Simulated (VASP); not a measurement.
The system is In.

```
In
1.0
    -1.88253    1.88253    1.88253
     1.88253   -1.88253    1.88253
     1.88253    1.88253   -1.88253
In
1
Direct
  0.00000 0.00000 0.00000
```

Base run:

```yaml
Program: VASP 6.6.1
Functional: r2SCAN
Potentials_or_basis: VASP PAW PBE potentials, release 64 (In_d)
Cutoff: 520 eV
k_mesh: 10 × 10 × 10
Occupations: fermi-dirac, width 0.05 eV
Spin: no spin polarisation
```

Its results: pressure -0.1 GPa.

Question: After a change of settings the same cell gave: pressure 1.5 GPa. Which change was it?
A. functional from r2SCAN to PBE
B. k mesh from 10 × 10 × 10 to 6 × 6 × 6; further incar settings from ALGO = Normal; EDIFF = 1e-06; NBANDS = 12 to ALGO = Normal; EDIFF = 1e-07; NBANDS = 12
C. functional from r2SCAN to B3LYP; k mesh from 10 × 10 × 10 to 5 × 5 × 5
D. functional from r2SCAN to PBE0; k mesh from 10 × 10 × 10 to 5 × 5 × 5

Answer: A.

Caveats: the PAW data sets were made with another functional, which shifts forces and pressure a little (some runs).
